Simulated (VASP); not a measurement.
# Zn (P6_3/mmc) in VASP: a series of runs

Zn is run at these levels: PBE; tasks: single point.

Program: VASP 6.6.1. These are calculated values, not measurements. Logs are shortened: lines on timing, memory, paths and dates and some standing lists are left out, and cuts for length are marked.

**1. The cell of the first run**

The structure is hexagonal, space group P6_3/mmc (No. 194). The conventional cell has a = 2.656 Å, b = 2.656 Å, c = 4.962 Å, α = 90.00°, β = 90.00°, γ = 120.00°. Within 3.5 Å of Zn (site symmetry -6m2) lie 12 Zn at 2.66 to 2.92 Å.

**2. Single point, PBE**

Input file INCAR:

```
SYSTEM = Zn
PREC = Accurate
ENCUT = 520
EDIFF = 1E-6
ISMEAR = -1
SIGMA = 0.6
LREAL = .False.
LASPH = .True.
NELM = 60
ALGO = Normal
ISIF = 2
LWAVE = .False.
LCHARG = .False.
GGA = PE
NBANDS = 19
```

Input file KPOINTS:

```
Automatic mesh
0
Gamma
  14 14 7
  0 0 0
```

Input file POSCAR:

```
Zn
1.0
    2.6556370042      0.0000000000      0.0000000000
   -1.3278185021      2.2998491089      0.0000000000
    0.0000000000      0.0000000000      4.9624616040
Zn
2
Direct
    0.3333333333      0.6666666667      0.2500000000
    0.6666666667      0.3333333333      0.7500000000
```

Potentials or basis: VASP PAW PBE potentials, release 64 (Zn).

Launch:

```bash
> cat potpaw_PBE.64/Zn/POTCAR > POTCAR
> mpirun -np 1 vasp_std > vasp.out
```

OUTCAR:

```text
SYSTEM = Zn
   PREC = Accurate
   ENCUT = 520
   EDIFF = 1E-6
   ISMEAR = -1
   LREAL = .False.
   LASPH = .True.
   NELM = 60
   ISIF = 2
   GGA = PE

 ion  position               nearest neighbor table
   1  0.333  0.667  0.250-   2 2.92   2 2.92   2 2.92   2 2.92   2 2.92   2 2.92
   2  0.667  0.333  0.750-   1 2.92   1 2.92   1 2.92   1 2.92   1 2.92   1 2.92

  LATTYP: Found a hexagonal cell.
 ALAT       =     2.6556370042
 C/A-ratio  =     1.8686520771

  Lattice vectors:

 A1 = (   2.6556370042,   0.0000000000,   0.0000000000)
 A2 = (  -1.3278185021,   2.2998491089,   0.0000000000)
 A3 = (   0.0000000000,   0.0000000000,   4.9624616040)

Analysis of symmetry for initial positions (statically):
=====================================================================
 Subroutine PRICEL returns:
 Original cell was already a primitive cell.

 Routine SETGRP: Setting up the symmetry group for a
 hexagonal supercell.

 Subroutine GETGRP returns: Found 24 space group operations
 (whereof 12 operations were pure point group operations)
 out of a pool of 24 trial point group operations.

The static configuration has the point symmetry D_3d.
 The point group associated with its full space group is D_6h.

Analysis of symmetry for dynamics (positions and initial velocities):
=====================================================================
 Subroutine PRICEL returns:
 Original cell was already a primitive cell.

 Routine SETGRP: Setting up the symmetry group for a
 hexagonal supercell.

 Subroutine GETGRP returns: Found 24 space group operations
 (whereof 12 operations were pure point group operations)
 out of a pool of 24 trial point group operations.

The dynamic configuration has the point symmetry D_3d.
 The point group associated with its full space group is D_6h.

 Subroutine INISYM returns: Found 24 space group operations
 (whereof 12 operations are pure point group operations),
 and found     1 'primitive' translations

----------------------------------------------------------------------------------------

                                     Primitive cell

  volume of cell :      30.3086

  direct lattice vectors                    reciprocal lattice vectors
     2.655637004  0.000000000  0.000000000     0.376557488  0.217405567  0.000000000
    -1.327818502  2.299849109  0.000000000     0.000000000  0.434811134  0.000000000
     0.000000000  0.000000000  4.962461604     0.000000000  0.000000000  0.201512894

  length of vectors
     2.655637004  2.655637004  4.962461604     0.434811134  0.434811134  0.201512894

  position of ions in fractional coordinates (direct lattice)
     0.333333333  0.666666667  0.250000000
     0.666666667  0.333333333  0.750000000

  ion indices of the primitive-cell ions
   primitive index   ion index
                 1           1
                 2           2

----------------------------------------------------------------------------------------

 KPOINTS: Automatic mesh

Automatic generation of k-mesh.
 Grid dimensions read from file:
 generate k-points for:   14   14    7

 Generating k-lattice:

  Cartesian coordinates                     Fractional coordinates (reciprocal lattice)
     0.026896963  0.015528969  0.000000000     0.071428571  0.000000000  0.000000000
     0.000000000  0.031057938  0.000000000     0.000000000  0.071428571  0.000000000
     0.000000000  0.000000000  0.028787556     0.000000000  0.000000000  0.142857143

  Length of vectors
     0.031057938  0.031057938  0.028787556

  Shift w.r.t. Gamma in fractional coordinates (k-lattice)
     0.000000000  0.000000000  0.000000000

 Subroutine IBZKPT returns following result:
 ===========================================

 Found     96 irreducible k-points:

 Following reciprocal coordinates:
            Coordinates               Weight
  0.000000  0.000000  0.000000      1.000000
  0.071429  0.000000  0.000000      6.000000
  0.142857  0.000000  0.000000      6.000000
  0.214286 -0.000000  0.000000      6.000000
  0.285714  0.000000  0.000000      6.000000
  0.357143  0.000000  0.000000      6.000000
[... 16 lines left out ...]
  0.285714  0.285714  0.000000      6.000000
  0.357143  0.285714  0.000000      6.000000
 [... further k-points ...]
   k-points           NKPTS =     96   k-points in BZ     NKDIM =     96   number of bands    NBANDS=     19
   number of dos      NEDOS =    301   number of ions     NIONS =      2
   total plane-waves  NPLWV =  16000
   dimension x,y,z NGX =    20 NGY =   20 NGZ =   40
   dimension x,y,z NGXF=    40 NGYF=   40 NGZF=   80
   ions per type =               2
   NGX,Y,Z   is equivalent  to a cutoff of  12.52, 12.52, 13.40 a.u.
   NGXF,Y,Z  is equivalent  to a cutoff of  25.04, 25.04, 26.80 a.u.
 SYSTEM =  Zn
   PREC   = accura    normal or accurate (medium, high low for compatibility)
   ISTART =      0    job   : 0-new  1-cont  2-samecut
   ICHARG =      2    charge: 1-file 2-atom 10-const
   ISPIN  =      1    spin polarized calculation?
   LNONCOLLINEAR =      F non collinear calculations
   LSORBIT =      F    spin-orbit coupling
   LASPH  =      T    aspherical Exc in radial PAW
   ENCUT  =  520.0 eV  38.22 Ry    6.18 a.u.   4.94  4.94  9.23*2*pi/ulx,y,z
   NELM   =     60;   NELMIN=  2; NELMDL= -5     # of ELM steps
   EDIFF  = 0.1E-05   stopping-criterion for ELM
   LREAL  =      F    real-space projection
   EDIFFG = 0.1E-04   stopping-criterion for IOM
   NSW    =      0    number of steps for IOM
   IBRION =     -1    ionic relax: 0-MD 1-quasi-New 2-CG
   NFREE  =      0    steps in history (QN), initial steepest desc. (CG)
   ISIF   =      2    stress and relaxation
   ISYM   =      2    0-nonsym 1-usesym 2-fastsym
   POTIM  = 0.5000    time-step for ionic-motion
   TEBEG  =    0.0;   TEEND  =   0.0 temperature during run
   PSTRESS=    0.0 pullay stress
   NELECT =      24.0000    total number of electrons
   NUPDOWN=      -1.0000    fix difference up-down
   EMIN   =  10.00;   EMAX   =-10.00  energy-range for DOS
   EFERMI =   0.00;   METHOD = LEGACY
   ISMEAR =    -1;   SIGMA  =   0.60  broadening in eV -4-tet -1-fermi 0-gaus
   EFERMI_NEDOS =   21; number of points for ismear=-14 and -15
   IALGO  =     38    algorithm
   IMIX   =      4    mixing-type and parameters
     AMIX     =   0.40;   BMIX     =  1.00
     AMIX_MAG =   1.60;   BMIX_MAG =  1.00
  volume/ion in A,a.u.               =      15.15       102.27
  Fermi-wavevector in a.u.,A,eV,Ry     =   1.514573  2.862128 31.210826  2.293931
  Thomas-Fermi vector in A             =   2.624212
   LORBIT       =      0    0 simple, 1 ext, 2 COOP (PROOUT), +10 PAW based schemes
   GGA     = PE    functional components
   LHFCALC =     F    Hartree Fock is set to
   AEXX    =    0.0000 exact exchange contribution
   IVDW    =     0    specifies the selected vdW correction
   LEPSILON=     F    determine dielectric tensor
   LRPA    =     F    only Hartree local field effects (RPA)
 non-spin polarized calculation
  energy-cutoff  :      520.00
  volume of cell :       30.31
 maximum number of plane-waves:       837
 NGX is ok and might be reduce to    20
   NGX =  9   NGY =  9   NGZ = 19

 number of electron      24.0000020 magnetization

 Free energy of the ion-electron system (eV)
  ---------------------------------------------------
  ext. energy  EPLUGINS =         0.00000000
  ---------------------------------------------------
  free energy    TOTEN  =        -2.52216132 eV

  energy without entropy =       -1.86168345  energy(sigma->0) =       -2.19192238

 E-fermi :   3.1057     XC(G=0): -11.5682

 val. band max:        3.0633497224   @ k =   0.2143   0.1429   0.0000
 cond. band min:       3.1416791798   @ k =   0.2857   0.1429   0.0000
 fundamental gap:      0.0783294574
 Fermi energy:         3.1056610665

 k-point     1 :       0.0000    0.0000    0.0000
  band No.  band energies     occupation
      1      -7.2941      2.00000
      2      -5.4952      2.00000
      3      -4.7872      2.00000
      4      -4.5531      1.99999
      5      -4.5531      1.99999
      6      -4.5044      1.99999
[... 11 lines left out ...]
     18      22.3824      0.00000
     19      22.3843      0.00000

 k-point     2 :       0.0714    0.0000    0.0000
  band No.  band energies     occupation
      1      -7.1417      2.00000
      2      -5.4282      2.00000
      3      -4.7714      2.00000
      4      -4.5682      1.99999
      5      -4.5208      1.99999
      6      -4.5171      1.99999
[... 11 lines left out ...]
     18      21.2636      0.00000
     19      23.5223      0.00000

 k-point     3 :       0.1429    0.0000    0.0000
  band No.  band energies     occupation
      1      -6.6948      2.00000
      2      -5.2588      2.00000
      3      -4.7428      2.00000
      4      -4.5998      1.99999
      5      -4.5351      1.99999
      6      -4.4148      1.99999
[... 11 lines left out ...]
     18      20.0304      0.00000
     19      21.4730      0.00000

 k-point     4 :       0.2143   -0.0000    0.0000
  band No.  band energies     occupation
      1      -6.0125      2.00000
      2      -5.1054      2.00000
      3      -4.7044      2.00000
      4      -4.6257      1.99999
      5      -4.5599      1.99999
      6      -4.4263      1.99999
[... 11 lines left out ...]
     18      19.0214      0.00000
     19      19.0776      0.00000

 k-point     5 :       0.2857    0.0000    0.0000
  band No.  band energies     occupation
      1      -5.3893      2.00000
      2      -5.1036      2.00000
      3      -4.7672      2.00000
      4      -4.6112      1.99999
      5      -4.4767      1.99999
      6      -4.3956      1.99999
[... 11 lines left out ...]
     18      18.3749      0.00000
     19      19.6192      0.00000
[... 334 lines left out ...]
      2      -4.9191      2.00000
      3      -4.8416      2.00000
      4      -4.5746      1.99999
      5      -4.4883      1.99999
      6      -4.4302      1.99999
[... 11 lines left out ...]
     18      12.9500      0.00000
     19      14.4758      0.00000

 k-point    22 :       0.3571    0.2143    0.0000
  band No.  band energies     occupation
      1      -4.9681      2.00000
      2      -4.9421      2.00000
      3      -4.8570      2.00000
      4      -4.5582      1.99999
      5      -4.4972      1.99999
      6      -4.4061      1.99999
[... 11 lines left out ...]
     18      12.6345      0.00000
     19      14.1420      0.00000

 k-point    23 :       0.2857    0.2857    0.0000
  band No.  band energies     occupation
      1      -4.9123      2.00000
      2      -4.8282      2.00000
      3      -4.7678      2.00000
      4      -4.5838      1.99999
      5      -4.5235      1.99999
      6      -4.4939      1.99999
[... 11 lines left out ...]
     18      11.0159      0.00000
     19      12.7856      0.00000

 k-point    24 :       0.3571    0.2857    0.0000
  band No.  band energies     occupation
      1      -4.9052      2.00000
      2      -4.7932      2.00000
      3      -4.7308      2.00000
      4      -4.5622      1.99999
      5      -4.5606      1.99999
      6      -4.5496      1.99999
[... 11 lines left out ...]
     18      10.3653      0.00001
     19      12.3307      0.00000

 [... further k-points ...]
[... 5 lines left out ...]
  --------------------------------------------------------------------------------------
  -------------------------------------------------------------------------------------
  Total        0.5531465      0.5531465      0.2918826     -0.0000000      0.0000000      0.0000000
  in kB       29.2405481     29.2405481     15.4295598     -0.0000000      0.0000000      0.0000000
  external PRESSURE =      24.6368854 kB  Pullay stress =       0.0000000 kB

 VOLUME and BASIS-vectors are now :
 -----------------------------------------------------------------------------
  energy-cutoff  :      520.00
  volume of cell :       30.31
      direct lattice vectors                 reciprocal lattice vectors
     2.655637004  0.000000000  0.000000000     0.376557488  0.217405567  0.000000000
    -1.327818502  2.299849109  0.000000000     0.000000000  0.434811134  0.000000000
     0.000000000  0.000000000  4.962461604     0.000000000  0.000000000  0.201512894

 POSITION                                       TOTAL-FORCE (eV/Angst)
 -----------------------------------------------------------------------------------
     -0.00000      1.53323      1.24062         0.000000     -0.000000     -0.000000
      1.32782      0.76662      3.72185        -0.000000      0.000000      0.000000
 -----------------------------------------------------------------------------------
    total drift:                               -0.000000      0.000000      0.000000

  FREE ENERGIE OF THE ION-ELECTRON SYSTEM (eV)
  ---------------------------------------------------
  free  energy   TOTEN  =        -2.5221613199 eV

  energy  without entropy=       -1.8616834499  energy(sigma->0) =       -2.19192238
```

Run time: 30 s. Hardware: 1 thread of Intel Xeon Platinum 8488C (Sapphire Rapids), shared host; peak memory 0.17 GiB.

What came out:

```yaml
Free_energy: -2.5222 eV
Pressure: 2.5 GPa
Band_gap_on_the_k_mesh: zero (band 12 reaches 4.59 eV, above the bottom of band 13 at 0.03 eV)
```

Levels at points of the mesh, in eV from the Fermi level:
```csv
k point,band 10,band 11,band 12,band 13,band 14,band 15
"(0.00, 0.00, 0.00)",-7.06,-7.06,-3.64,-3.08,13.47,17.14
"(0.50, 0.00, 0.00)",-6.86,-2.80,-2.10,2.62,3.58,4.10
```

**3. Single point, PBE**

Input file INCAR:

```
  PREC = Accurate
  ENCUT = 520
  EDIFF = 1E-6
  ISMEAR = -1
  SIGMA = 1.0
  LREAL = False
  LASPH = True
  NELM = 100
  ALGO = Normal
  ISIF = 2
  LWAVE = False
  LCHARG = False
  GGA = PE
  NBANDS = 19
```

Input file KPOINTS:

```
regular mesh
0
Gamma
  14 14 7
```

POSCAR is that of step 2.

Potentials or basis: VASP PAW PBE potentials, release 64 (Zn).

Launch:

```bash
> cat potpaw_PBE.64/Zn/POTCAR > POTCAR
> mpirun -np 1 vasp_std > vasp.out
```

OUTCAR:

```text
PREC = Accurate
   ENCUT = 520
   EDIFF = 1E-6
   ISMEAR = -1
   LREAL = False
   LASPH = True
   NELM = 100
   ISIF = 2
   GGA = PE

 ion  position               nearest neighbor table
   1  0.333  0.667  0.250-   2 2.92   2 2.92   2 2.92   2 2.92   2 2.92   2 2.92
   2  0.667  0.333  0.750-   1 2.92   1 2.92   1 2.92   1 2.92   1 2.92   1 2.92

  LATTYP: Found a hexagonal cell.
 ALAT       =     2.6556370042
 C/A-ratio  =     1.8686520771

  Lattice vectors:

 A1 = (   2.6556370042,   0.0000000000,   0.0000000000)
[... 192 lines left out ...]
      5      -4.5790      1.99904
      6      -4.5305      1.99899
[... 505 lines left out ...]
      6      -4.5696      1.99903
[... 11 lines left out ...]
     18      10.3578      0.00136
     19      12.3336      0.00019

 [... further k-points ...]
[... 5 lines left out ...]
  --------------------------------------------------------------------------------------
  -------------------------------------------------------------------------------------
  Total        1.2285081      1.2285081      0.6961669     -0.0000000      0.0000000      0.0000000
  in kB       64.9416629     64.9416629     36.8009245     -0.0000000      0.0000000      0.0000000
  external PRESSURE =      55.5614168 kB  Pullay stress =       0.0000000 kB

 VOLUME and BASIS-vectors are now :
 -----------------------------------------------------------------------------
  energy-cutoff  :      520.00
  volume of cell :       30.31
      direct lattice vectors                 reciprocal lattice vectors
     2.655637004  0.000000000  0.000000000     0.376557488  0.217405567  0.000000000
    -1.327818502  2.299849109  0.000000000     0.000000000  0.434811134  0.000000000
     0.000000000  0.000000000  4.962461604     0.000000000  0.000000000  0.201512894

 POSITION                                       TOTAL-FORCE (eV/Angst)
 -----------------------------------------------------------------------------------
     -0.00000      1.53323      1.24062         0.000000      0.000000      0.000000
      1.32782      0.76662      3.72185        -0.000000     -0.000000     -0.000000
 -----------------------------------------------------------------------------------
    total drift:                               -0.000000      0.000000      0.000000

  FREE ENERGIE OF THE ION-ELECTRON SYSTEM (eV)
  ---------------------------------------------------
  free  energy   TOTEN  =        -3.1379406076 eV

  energy  without entropy=       -1.1217675184  energy(sigma->0) =       -2.12985406
```

Run time: 28 s. Hardware: 1 thread of Intel Xeon Platinum 8488C (Sapphire Rapids), shared host; peak memory 0.17 GiB.

What came out:

- Free energy: -3.1379 eV
- Pressure: 5.6 GPa
- Band gap on the k mesh: zero (band 12 reaches 4.59 eV, above the bottom of band 13 at 0.02 eV)

Stress tensor (GPa, compression positive):
```
6.49 0.00 0.00
0.00 6.49 0.00
0.00 0.00 3.68
```

Levels at points of the mesh, in eV from the Fermi level:
| k point | band 9 | band 10 | band 11 | band 12 | band 13 | band 14 | band 15 | band 16 |
| --- | --- | --- | --- | --- | --- | --- | --- | --- |
| (0.00, 0.00, 0.00) | -7.24 | -7.04 | -7.04 | -3.60 | -3.04 | 13.51 | 17.18 | 17.68 |
| (0.50, 0.00, 0.00) | -6.87 | -6.85 | -2.76 | -2.07 | 2.66 | 3.63 | 4.14 | 5.78 |
